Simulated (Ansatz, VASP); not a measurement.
## Two plane-wave programs on Si

INCAR

```
SYSTEM = Si
PREC     = Accurate       ! precision mode
ENCUT    = 500            ! plane-wave cutoff, eV
EDIFF    = 1E-6           ! SCF threshold, eV
ISMEAR   = 0              ! smearing method
SIGMA    = 0.1            ! smearing width, eV
LREAL    = .FALSE.        ! projectors in reciprocal space
LASPH    = .TRUE.         ! aspherical terms in the spheres
NELM     = 120            ! most SCF steps
ALGO     = Normal         ! electronic algorithm
ISIF     = 2              ! what is computed and relaxed
LWAVE    = .FALSE.        ! write WAVECAR
LCHARG   = .FALSE.        ! write CHGCAR
GGA      = PE             ! functional
NBANDS   = 16             ! bands
GGA_COMPAT= .FALSE.
```

Contents of KPOINTS:

```
regular mesh
0
G
  6 6 4
  0 0 0
```

File POSCAR:

```
Si
1.0
    3.8678262868      0.0000000000      0.0000000000
    0.0000000000      3.8678262868      0.0000000000
    0.0000000000      0.0000000000      5.4699323770
Si
4
Direct
    0.0000000000      0.0000000000      0.0000000000
    0.0000000000      0.5000000000      0.2500000000
    0.5000000000      0.5000000000      0.5000000000
    0.5000000000      1.0000000000      0.7500000000
```

Input for Ansatz:

```yaml
crystal:
  lattice:
    - [3.8678262868, 0.0, 0.0]
    - [0.0, 3.8678262868, 0.0]
    - [0.0, 0.0, 5.469932377]
  atoms:
    - { symbol: Si, position: [0.0, 0.0, 0.0] }
    - { symbol: Si, position: [0.0, 0.5, 0.25] }
    - { symbol: Si, position: [0.5, 0.5, 0.5] }
    - { symbol: Si, position: [0.5, 1.0, 0.75] }
basis:
  ecutwfc: 420
kpoints:
  mp_grid: { grid: [6, 6, 4] }
hamiltonian:
  xc: pbe
scf:
  occupations: { method: gaussian, width: 0.1 }
output:
  forces: true
  stress: true
  eigenvalues: true
```

Alike in both runs: task single point; functional PBE; k mesh 6 × 6 × 4; occupations gaussian, width 0.1 eV; no spin polarisation.

|  | VASP | Ansatz |
| --- | --- | --- |
| version | VASP 6.6.1 | Ansatz 0.2.0 |
| potentials or method | VASP PAW PBE potentials, release 64 (Si), cutoff 500 eV | scalar-relativistic, plane waves, PAW |
| valence electrons in the cell | 16 | 16 |

|  | VASP | Ansatz | Ansatz less VASP |
| --- | --- | --- | --- |
| gap on the k mesh at the Fermi level (eV) | 0.65 | 0.65 | -0.002 |
| least direct gap on the mesh (eV) | 0.75 | 0.75 | -0.002 |

The functional is the same, so the differences come from potentials, cutoffs and numerics.
